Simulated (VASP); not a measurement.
Write the native input for VASP 6.6.1 that does the following.

- Task: single point
- Functional: PBE
- Potentials or basis: VASP PAW PBE potentials, release 64 (Zr_sv)
- Cutoff: 500 eV
- k mesh: 14 × 14 × 14
- Occupations: fermi-dirac, width 0.1 eV
- Spin: no spin polarisation
- Dipole correction: no
- Further INCAR settings: ALGO = Normal; EDIFF = 1e-06; NBANDS = 19

The structure of Zr lies in POSCAR:

```
Zr
1.0
   -2.1994712646      2.1994712646      1.2198272480
    2.1994712646     -2.1994712646      1.2198272480
    2.1994712646      2.1994712646     -1.2198272480
Zr
2
Direct
   -0.3750000000     -0.1250000000     -0.2500000000
    0.3750000000      0.1250000000      0.2500000000
```

The input as run:

INCAR

```
  ALGO = Normal
  EDIFF = 1E-6
  ENCUT = 500
  GGA = PE
  GGA_COMPAT = F
  ISIF = 2
  ISMEAR = -1
  LASPH = T
  LCHARG = F
  LREAL = F
  LWAVE = F
  NBANDS = 19
  NELM = 120
  PREC = Accurate
  SIGMA = 0.1
```

KPOINTS

```
k-points
0
Gamma
  14 14 14
```

Potentials or basis: VASP PAW PBE potentials, release 64 (Zr_sv).

Launch:

```sh
$ cat potpaw_PBE.64/Zr_sv/POTCAR > POTCAR
$ mpirun -np 1 vasp_std > vasp.out
```

Results of the run:

The pressure is 203.5 GPa and the band gap on the k mesh is zero (band 12 reaches 19.90 eV, above the bottom of band 13 at 16.87 eV).

Run time: 39 s on 1 thread of Intel Xeon 6975P-C, on a shared host, peak memory 0.21 GiB.
